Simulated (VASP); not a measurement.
Here is a VASP 6.6.1 calculation.

INCAR

```
SYSTEM = Li2Se
ALGO = Normal ; EDIFF = 1E-6
ENCUT = 750 ; GGA = PS
GGA_COMPAT = .False. ; ISIF = 2
ISMEAR = 0 ; LASPH = .True.
LCHARG = .False. ; LREAL = .False.
LWAVE = .False. ; NBANDS = 13
NELM = 120 ; PREC = Accurate
SIGMA = 0.01
```

The input KPOINTS:

```
k-points
0
Gamma
  4 4 4
  0 0 0
```

The input POSCAR:

```
Li2Se
1.0
    0.0000000000      3.0025000000      3.0025000000
    3.0025000000      0.0000000000      3.0025000000
    3.0025000000      3.0025000000      0.0000000000
Li Se
2 1
Direct
    0.2500000000      0.2500000000      0.2500000000
    0.7500000000      0.7500000000      0.7500000000
    0.0000000000      0.0000000000      0.0000000000
```

Potentials or basis: VASP PAW PBE potentials, release 64 (Li_sv, Se).

Run with:

```sh
$ cat potpaw_PBE.64/Li_sv/POTCAR potpaw_PBE.64/Se/POTCAR > POTCAR
$ mpirun -np 1 vasp_std > vasp.out
```

(1) What does it give for the band gap on the k mesh?

(2) Predict the pressure.

## Answers

(1) 2.83 eV, indirect (least direct gap 3.23 eV).

(2) -0.9 GPa.

Caveat: the k points lie up to 0.45 Å⁻¹ apart; the PAW data sets were made with another functional, which shifts forces and pressure a little.
